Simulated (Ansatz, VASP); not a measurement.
**Two plane-wave programs on Mg3Si2N**

```
CELL_PARAMETERS angstrom
5.48344 0.00000 0.00000
-2.74172 4.74880 0.00000
0.00000 0.00000 4.37939
ATOMIC_POSITIONS crystal
Mg 0.50000 0.00000 0.50000
Mg 0.00000 0.50000 0.50000
Mg 0.50000 0.50000 0.50000
Si 0.33333 0.66667 0.00000
Si 0.66667 0.33333 0.00000
N 0.00000 0.00000 0.00000
```

Change from the starting cell: species swapped into the HoCo3Cu2 type (P6/mmm, No. 191).

Alike in both runs: functional PBE; k mesh 6 × 6 × 4; occupations gaussian, width 0.1 eV; no spin polarisation.

Ansatz relaxed the structure, and its values are those at the end. VASP's run is a single point on that final structure, the one shown.

|  | VASP | Ansatz |
| --- | --- | --- |
| version | VASP 6.6.1 | Ansatz 0.2.0 |
| potentials or method | VASP PAW PBE potentials, release 64 (Mg, Si, N), cutoff 520 eV | scalar-relativistic, plane waves, PAW |
| valence electrons in the cell | 19 | 43 |

|  | VASP | Ansatz | Ansatz less VASP |
| --- | --- | --- | --- |
| gap on the k mesh at the Fermi level (eV) | none | none | - |
| pressure (GPa) | -0.1 | 0.0 | +0.09 |

A gap of «none» marks a metal or a gap that the smearing closes. VASP's potentials hold 19 valence electrons a cell and Ansatz's 43, so a difference there can come from the potentials and not from the codes.
